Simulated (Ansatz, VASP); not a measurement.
**One calculation of SiGe, two programs**

```
Si Ge
1.0
     3.86949    0.00000    0.00000
    -1.93475    3.35108    0.00000
     0.00000    0.00000    6.39475
Si Ge
2 2
Direct
  0.66667 0.33333 0.87450
  0.33333 0.66667 0.37450
  0.66667 0.33333 0.48486
  0.33333 0.66667 0.98486
```

Alike in both runs: task single point; functional LDA; k mesh 12 × 12 × 6; occupations gaussian, width 0.03 eV; no spin polarisation.

|  | VASP | Ansatz |
| --- | --- | --- |
| version | VASP 6.6.1 | Ansatz 0.2.0 |
| potentials or method | VASP PAW LDA potentials, release 64 (Si, Ge_d), cutoff 520 eV | scalar-relativistic, plane waves, PAW |
| valence electrons in the cell | 36 | 36 |

Ansatz gave:

```
gap on the k mesh at the Fermi level (eV)                     : none
pressure (GPa)                                                : 0.4
traceless stress, the component that is largest in VASP (GPa) : -3.50
rms of the force components (eV/Å)                            : 0.613
```

What did VASP give for the same quantities?

gap on the k mesh at the Fermi level (eV): none; pressure (GPa): 0.5; traceless stress, the component that is largest in VASP (GPa): -3.52; rms of the force components (eV/Å): 0.615.

Ansatz warns that its potentials were made for another functional, while VASP's fit it. LDA's correlation is that of Perdew and Zunger in VASP and of Perdew and Wang (1992) in Ansatz. Atom by atom the forces differ by 0.002 eV/Å (rms over components). A gap of «none» marks a metal or a gap that the smearing closes.
